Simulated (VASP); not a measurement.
# WSe2 in VASP: single point with PBE

Aim: the single point of WSe2 with PBE.

Everything below comes from runs of VASP 6.6.1. Logs are shortened: lines on timing, memory, paths and dates and some standing lists are left out, and cuts for length are marked.

### Step 1. The cell of the first run

The cell holds a slab with vacuum, 9 atoms: a = 3.321 Å, b = 3.278 Å, c = 31.021 Å, α = 90.00°, β = 90.00°, γ = 118.71°.

### Step 2. Single point, PBE (strain +0.0300 x Voigt [0, 0, 0, 0, 0, 1])

The input, INCAR:

```
SYSTEM = WSe2
  PREC = Accurate
  ENCUT = 520
  EDIFF = 1E-7
  ISMEAR = 0
  SIGMA = 0.05
  LREAL = .FALSE.
  LASPH = .TRUE.
  NELM = 80
  ALGO = Normal
  ISIF = 2
  LWAVE = .FALSE.
  LCHARG = .FALSE.
  GGA = PE
  NBANDS = 49
```

The input, KPOINTS:

```
regular mesh
0
G
  12 12 1
  0 0 0
```

The input, POSCAR:

```
WSe2
1.0
    3.3206078107      0.0498091171      0.0000000000
   -1.6171679445      2.8508261615      0.0000000000
    0.0000000000      0.0000000000     31.0209653925
W Se
3 6
Direct
    0.6666666667      0.3333333333      0.0000000000
    0.3333333333      0.6666666667      0.7543470704
    0.3333333333      0.6666666667      0.2456529296
    0.3333333333      0.6666666667      0.0541018954
    0.6666666667      0.3333333333      0.8084497294
    0.6666666667      0.3333333333      0.2997487775
    0.3333333333      0.6666666667      0.9458981046
    0.6666666667      0.3333333333      0.7002512225
    0.6666666667      0.3333333333      0.1915502706
```

Potentials or basis: VASP PAW PBE potentials, release 64 (W_sv, Se).

Launch:

```
> cat potpaw_PBE.64/W_sv/POTCAR potpaw_PBE.64/Se/POTCAR > POTCAR
> mpirun -np 1 vasp_std > vasp.out
```

OUTCAR:

```text
SYSTEM = WSe2
   PREC = Accurate
   ENCUT = 520
   EDIFF = 1E-7
   ISMEAR = 0
   LREAL = .FALSE.
   LASPH = .TRUE.
   NELM = 80
   ISIF = 2
   GGA = PE

 ion  position               nearest neighbor table
   1  0.667  0.333  0.000-   4 2.53   7 2.53   4 2.55   7 2.55   4 2.57   7 2.57
   2  0.333  0.667  0.754-   8 2.53   5 2.53   8 2.55   5 2.55   8 2.57   5 2.57
   3  0.333  0.667  0.246-   6 2.53   9 2.53   6 2.55   9 2.55   6 2.57   9 2.57
   4  0.333  0.667  0.054-   1 2.53   1 2.55   1 2.57
   5  0.667  0.333  0.808-   2 2.53   2 2.55   2 2.57
   6  0.667  0.333  0.300-   3 2.53   3 2.55   3 2.57
   7  0.333  0.667  0.946-   1 2.53   1 2.55   1 2.57
   8  0.667  0.333  0.700-   2 2.53   2 2.55   2 2.57
   9  0.667  0.333  0.192-   3 2.53   3 2.55   3 2.57

  Warning from LATTYP: Monoclinic adjustment (A1->A3, A2->A1, A3->A2)!
  LATTYP: Found a simple monoclinic cell.
 ALAT       =     3.2775664698
 B/A-ratio  =     9.4646334952
 C/A-ratio  =     1.0132460741
 COS(beta)  =    -0.4803040536

  Lattice vectors:

 A1 = (  -1.6171679445,   2.8508261615,   0.0000000000)
 A2 = (   0.0000000000,   0.0000000000,  31.0209653925)
 A3 = (   3.3206078107,   0.0498091171,   0.0000000000)

Analysis of symmetry for initial positions (statically):
=====================================================================
 Subroutine PRICEL returns:
 Original cell was already a primitive cell.

 Routine SETGRP: Setting up the symmetry group for a
 simple monoclinic supercell.

 Subroutine GETGRP returns: Found  2 space group operations
 (whereof  2 operations were pure point group operations)
 out of a pool of  4 trial point group operations.

The static configuration has the point symmetry C_1h.

Analysis of symmetry for dynamics (positions and initial velocities):
=====================================================================
 Subroutine PRICEL returns:
 Original cell was already a primitive cell.

 Routine SETGRP: Setting up the symmetry group for a
 simple monoclinic supercell.

 Subroutine GETGRP returns: Found  2 space group operations
 (whereof  2 operations were pure point group operations)
 out of a pool of  4 trial point group operations.

The dynamic configuration has the point symmetry C_1h.

 Subroutine INISYM returns: Found  2 space group operations
 (whereof  2 operations are pure point group operations),
 and found     1 'primitive' translations

----------------------------------------------------------------------------------------

                                     Primitive cell

  volume of cell :     296.1579

  direct lattice vectors                    reciprocal lattice vectors
     3.320607811  0.049809117  0.000000000     0.298608840  0.169389720  0.000000000
    -1.617167945  2.850826162  0.000000000    -0.005217239  0.347815963  0.000000000
     0.000000000  0.000000000 31.020965392     0.000000000  0.000000000  0.032236263

  length of vectors
     3.320981358  3.277566470 31.020965392     0.343307612  0.347855090  0.032236263

  position of ions in fractional coordinates (direct lattice)
     0.666666667  0.333333333  0.000000000
     0.333333333  0.666666667  0.754347070
     0.333333333  0.666666667  0.245652930
     0.333333333  0.666666667  0.054101895
     0.666666667  0.333333333  0.808449729
     0.666666667  0.333333333  0.299748777
     0.333333333  0.666666667  0.945898105
     0.666666667  0.333333333  0.700251223
     0.666666667  0.333333333  0.191550271

  ion indices of the primitive-cell ions
   primitive index   ion index
                 1           1
                 2           2
                 3           3
                 4           4
                 5           5
                 6           6
                 7           7
                 8           8
                 9           9

----------------------------------------------------------------------------------------

 KPOINTS: regular mesh

Automatic generation of k-mesh.
 Grid dimensions read from file:
 generate k-points for:   12   12    1

 Generating k-lattice:

  Cartesian coordinates                     Fractional coordinates (reciprocal lattice)
     0.024884070  0.014115810  0.000000000     0.083333333  0.000000000  0.000000000
    -0.000434770  0.028984664  0.000000000     0.000000000  0.083333333  0.000000000
     0.000000000  0.000000000  0.032236263     0.000000000  0.000000000  1.000000000

  Length of vectors
     0.028608968  0.028987924  0.032236263

  Shift w.r.t. Gamma in fractional coordinates (k-lattice)
     0.000000000  0.000000000  0.000000000

 Subroutine IBZKPT returns following result:
 ===========================================

 Found     74 irreducible k-points:

 Following reciprocal coordinates:
            Coordinates               Weight
  0.000000  0.000000  0.000000      1.000000
  0.083333  0.000000  0.000000      2.000000
  0.166667 -0.000000  0.000000      2.000000
  0.250000 -0.000000  0.000000      2.000000
  0.333333 -0.000000  0.000000      2.000000
  0.416667 -0.000000  0.000000      2.000000
[... 16 lines left out ...]
  0.250000  0.166667  0.000000      2.000000
  0.333333  0.166667  0.000000      2.000000
 [... further k-points ...]
   k-points           NKPTS =     74   k-points in BZ     NKDIM =     74   number of bands    NBANDS=     49
   number of dos      NEDOS =    301   number of ions     NIONS =      9
   total plane-waves  NPLWV = 161280
   dimension x,y,z NGX =    28 NGY =   24 NGZ =  240
   dimension x,y,z NGXF=    56 NGYF=   48 NGZF=  480
   ions per type =               3   6
   NGX,Y,Z   is equivalent  to a cutoff of  14.02, 12.17, 12.86 a.u.
   NGXF,Y,Z  is equivalent  to a cutoff of  28.03, 24.35, 25.72 a.u.
 SYSTEM =  WSe2
   PREC   = accura    normal or accurate (medium, high low for compatibility)
   ISTART =      0    job   : 0-new  1-cont  2-samecut
   ICHARG =      2    charge: 1-file 2-atom 10-const
   ISPIN  =      1    spin polarized calculation?
   LNONCOLLINEAR =      F non collinear calculations
   LSORBIT =      F    spin-orbit coupling
   LASPH  =      T    aspherical Exc in radial PAW
   ENCUT  =  520.0 eV  38.22 Ry    6.18 a.u.   6.17  6.09 57.68*2*pi/ulx,y,z
   NELM   =     80;   NELMIN=  2; NELMDL= -5     # of ELM steps
   EDIFF  = 0.1E-06   stopping-criterion for ELM
   LREAL  =      F    real-space projection
   EDIFFG = 0.1E-05   stopping-criterion for IOM
   NSW    =      0    number of steps for IOM
   IBRION =     -1    ionic relax: 0-MD 1-quasi-New 2-CG
   NFREE  =      0    steps in history (QN), initial steepest desc. (CG)
   ISIF   =      2    stress and relaxation
   ISYM   =      2    0-nonsym 1-usesym 2-fastsym
   POTIM  = 0.5000    time-step for ionic-motion
   TEBEG  =    0.0;   TEEND  =   0.0 temperature during run
   PSTRESS=    0.0 pullay stress
   NELECT =      78.0000    total number of electrons
   NUPDOWN=      -1.0000    fix difference up-down
   EMIN   =  10.00;   EMAX   =-10.00  energy-range for DOS
   EFERMI =   0.00;   METHOD = LEGACY
   ISMEAR =     0;   SIGMA  =   0.05  broadening in eV -4-tet -1-fermi 0-gaus
   EFERMI_NEDOS =   21; number of points for ismear=-14 and -15
   IALGO  =     38    algorithm
   IMIX   =      4    mixing-type and parameters
     AMIX     =   0.40;   BMIX     =  1.00
     AMIX_MAG =   1.60;   BMIX_MAG =  1.00
  volume/ion in A,a.u.               =      32.91       222.06
  Fermi-wavevector in a.u.,A,eV,Ry     =   1.049378  1.983037 14.982653  1.101194
  Thomas-Fermi vector in A             =   2.184338
   LORBIT       =      0    0 simple, 1 ext, 2 COOP (PROOUT), +10 PAW based schemes
   GGA     = PE    functional components
   LHFCALC =     F    Hartree Fock is set to
   AEXX    =    0.0000 exact exchange contribution
   IVDW    =     0    specifies the selected vdW correction
   LEPSILON=     F    determine dielectric tensor
   LRPA    =     F    only Hartree local field effects (RPA)
 non-spin polarized calculation
 Gauss-broadening in eV      SIGMA  =   0.05
  energy-cutoff  :      520.00
  volume of cell :      296.16
 maximum number of plane-waves:      8038
 NGX is ok and might be reduce to    28
   NGX = 13   NGY = 13   NGZ =115

 number of electron      78.0000004 magnetization

 Free energy of the ion-electron system (eV)
  ---------------------------------------------------
  ext. energy  EPLUGINS =         0.00000000
  ---------------------------------------------------
  free energy    TOTEN  =       -64.83763427 eV

  energy without entropy =      -64.83763427  energy(sigma->0) =      -64.83763427

 E-fermi :   2.1087     XC(G=0):  -7.2443

 val. band max:        1.7349732327   @ k =   0.3333   0.3333   0.0000
 cond. band min:       3.2611912336   @ k =  -0.1667   0.3333   0.0000
 fundamental gap:      1.5262180010
 Fermi energy:         2.1087001289

 k-point     1 :       0.0000    0.0000    0.0000
  band No.  band energies     occupation
      1     -72.3609      2.00000
      2     -72.3607      2.00000
      3     -72.3607      2.00000
      4     -36.5818      2.00000
      5     -36.5815      2.00000
      6     -36.5815      2.00000
[... 41 lines left out ...]
     48       4.7543      0.00000
     49       4.9117      0.00000

 k-point     2 :       0.0833    0.0000    0.0000
  band No.  band energies     occupation
      1     -72.3604      2.00000
      2     -72.3601      2.00000
      3     -72.3601      2.00000
      4     -36.5793      2.00000
      5     -36.5790      2.00000
      6     -36.5790      2.00000
[... 41 lines left out ...]
     48       4.7825      0.00000
     49       4.9052      0.00000

 k-point     3 :       0.1667   -0.0000    0.0000
  band No.  band energies     occupation
      1     -72.3589      2.00000
      2     -72.3586      2.00000
      3     -72.3586      2.00000
      4     -36.5724      2.00000
      5     -36.5721      2.00000
      6     -36.5721      2.00000
[... 41 lines left out ...]
     48       4.4917      0.00000
     49       5.2757      0.00000

 k-point     4 :       0.2500   -0.0000    0.0000
  band No.  band energies     occupation
      1     -72.3569      2.00000
      2     -72.3566      2.00000
      3     -72.3566      2.00000
      4     -36.5984      2.00000
      5     -36.5982      2.00000
      6     -36.5982      2.00000
[... 977 lines left out ...]
     48       4.5104      0.00000
     49       5.7717      0.00000

 k-point    23 :       0.2500    0.1667    0.0000
  band No.  band energies     occupation
      1     -72.3540      2.00000
      2     -72.3537      2.00000
      3     -72.3537      2.00000
      4     -36.6428      2.00000
      5     -36.6425      2.00000
      6     -36.6425      2.00000
[... 41 lines left out ...]
     48       4.7976      0.00000
     49       5.8723      0.00000

 k-point    24 :       0.3333    0.1667    0.0000
  band No.  band energies     occupation
      1     -72.3526      2.00000
      2     -72.3523      2.00000
      3     -72.3523      2.00000
      4     -36.6686      2.00000
      5     -36.6684      2.00000
      6     -36.6684      2.00000
[... 41 lines left out ...]
     48       5.0701      0.00000
     49       5.8831      0.00000

 [... further k-points ...]

------------------------ aborting loop because EDIFF is reached ----------------------------------------

  FORCE on cell =-STRESS in cart. coord.  units (eV):
  Direction    XX          YY          ZZ          XY          YZ          ZX
  --------------------------------------------------------------------------------------
  -------------------------------------------------------------------------------------
  Total        0.4033357      0.4979065      0.4391591     -2.8264614      0.0000000      0.0000000
  in kB        2.1819955      2.6936115      2.3757956    -15.2908015      0.0000000      0.0000000
  external PRESSURE =       2.4171342 kB  Pullay stress =       0.0000000 kB

 VOLUME and BASIS-vectors are now :
 -----------------------------------------------------------------------------
  energy-cutoff  :      520.00
  volume of cell :      296.16
      direct lattice vectors                 reciprocal lattice vectors
     3.320607811  0.049809117  0.000000000     0.298608840  0.169389720  0.000000000
    -1.617167945  2.850826162  0.000000000    -0.005217239  0.347815963  0.000000000
     0.000000000  0.000000000 31.020965392     0.000000000  0.000000000  0.032236263

 POSITION                                       TOTAL-FORCE (eV/Angst)
 -----------------------------------------------------------------------------------
      1.67468      0.98348      0.00000         0.205453     -0.011324      0.000000
      0.02876      1.91715     23.40057        -0.205516      0.011380     -0.000183
      0.02876      1.91715      7.62039        -0.205516      0.011380      0.000183
      0.02876      1.91715      1.67829        -0.102824      0.005683      0.046325
      1.67468      0.98348     25.07889         0.102829     -0.005649      0.046325
      1.67468      0.98348      9.29850         0.102784     -0.005753      0.046765
      0.02876      1.91715     29.34267        -0.102824      0.005683     -0.046325
      1.67468      0.98348     21.72247         0.102784     -0.005753     -0.046765
      1.67468      0.98348      5.94207         0.102829     -0.005649     -0.046325
 -----------------------------------------------------------------------------------
    total drift:                               -0.000436     -0.000172      0.000000

  FREE ENERGIE OF THE ION-ELECTRON SYSTEM (eV)
  ---------------------------------------------------
  free  energy   TOTEN  =       -64.8376342737 eV

  energy  without entropy=      -64.8376342737  energy(sigma->0) =      -64.83763427
```

Wall time 37 min (1 thread of Oxide Virtual Turin-like, shared host); peak memory 0.94 GiB.

Results:

```yaml
Free_energy: -64.8376 eV
Largest_force: 0.206 eV/Å
Band_gap_on_the_k_mesh: 1.53 eV
```

Forces on the atoms (eV/Å):
```
W    0.205 -0.011  0.000
W   -0.206  0.011  0.000
W   -0.206  0.011  0.000
Se  -0.103  0.006  0.046
Se   0.103 -0.006  0.046
Se   0.103 -0.006  0.047
Se  -0.103  0.006 -0.046
Se   0.103 -0.006 -0.047
Se   0.103 -0.006 -0.046
```

Levels at points of the mesh, in eV from the valence-band top:
| k point | band 37 | band 38 | band 39 | band 40 | band 41 | band 42 |
| --- | --- | --- | --- | --- | --- | --- |
| (0.00, 0.00, 0.00) | -0.48 | -0.30 | -0.16 | 2.74 | 2.75 | 2.75 |
| (0.50, 0.00, 0.00) | -0.79 | -0.78 | -0.77 | 2.30 | 2.31 | 2.31 |
| (0.00, 0.50, 0.00) | -0.95 | -0.95 | -0.94 | 2.27 | 2.27 | 2.27 |
| (0.50, 0.50, 0.00) | -0.94 | -0.93 | -0.93 | 2.33 | 2.33 | 2.34 |

Caveat: the cell differs from its parent crystal (strain +0.0300 x Voigt [0, 0, 0, 0, 0, 1]); spin-orbit coupling is left out, which moves the levels of the heavy elements.
